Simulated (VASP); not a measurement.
Here is a VASP 6.6.1 calculation.

File INCAR:

```
ALGO = Normal
EDIFF = 1E-6
ENCUT = 520
GGA = PS
ISIF = 2
ISMEAR = 0
IVDW = 12
LASPH = T
LCHARG = F
LREAL = F
LWAVE = F
NBANDS = 35
NELM = 100
PREC = Accurate
SIGMA = 0.02
```

KPOINTS

```
k-points
0
Gamma
  12 12 4
```

POSCAR

```
WS2
1.0
    3.0959065630      0.0000000000      0.0000000000
   -1.5479532815      2.6811337313      0.0000000000
    0.0000000000      0.0000000000     11.5581101062
W S
2 4
Direct
    0.3333333333      0.6666666667      0.2500000000
    0.6666666667      0.3333333333      0.7500000000
    0.3333333333      0.6666666667      0.6137681954
    0.6666666667      0.3333333333      0.1137681954
    0.3333333333      0.6666666667      0.8862318046
    0.6666666667      0.3333333333      0.3862318046
```

Potentials or basis: VASP PAW PBE potentials, release 64 (W_sv, S).

The run is started by

```console
$ cat potpaw_PBE.64/W_sv/POTCAR potpaw_PBE.64/S/POTCAR > POTCAR
$ mpirun -np 1 vasp_std > vasp.out
```

(1) Predict the largest force.

(2) Estimate the dispersion energy per atom.

## Answers

(1) 0.017 eV/Å.

(2) -0.430 eV.

Caveat: the PAW data sets were made with another functional, which shifts forces and pressure a little.
